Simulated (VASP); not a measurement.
ZnS, 4 atoms in the cell. The structure is hexagonal, space group P6_3mc (No. 186). Conventional cell: a = 3.692 Å, b = 3.692 Å, c = 6.357 Å, α = 90.00°, β = 90.00°, γ = 120.00°. Zn (site symmetry 3m) has 4 S at 2.29 to 2.34 Å within 3.0 Å. S (site symmetry 3m) has 4 Zn at 2.29 to 2.34 Å within 3.0 Å.  This cell differs from its parent crystal: biaxial strain in the a-b plane: -3.0 %.

| Property | Result |
| --- | --- |
| Program | VASP 6.6.1 |
| Task | single point |
| Functional | r2SCAN |
| Potentials or basis | VASP PAW PBE potentials, release 64 (Zn, S) |
| Cutoff | 520 eV |
| k mesh | 6 × 6 × 4 |
| Occupations | gaussian, width 0.02 eV |
| Spin | no spin polarisation |
| Dipole correction | no |
| Further INCAR settings | ALGO = Normal; EDIFF = 1e-07; NBANDS = 26 |

Potentials or basis: VASP PAW PBE potentials, release 64 (Zn, S).

Launch:

```sh
$ cat potpaw_PBE.64/Zn/POTCAR potpaw_PBE.64/S/POTCAR > POTCAR
$ cp INCAR.step1 INCAR
$ mpirun -np 1 vasp_std > vasp.out
$ cp INCAR.step2 INCAR
$ mpirun -np 1 vasp_std > vasp.out
```

Hardware: 1 thread of Intel Xeon 8259CL, on a shared host.

Question: Estimate the wall time of this run.

Answer: Wall time 6.4 min on 1 thread of Intel Xeon 8259CL (shared host), peak memory 0.21 GiB. Counts: k points 21.
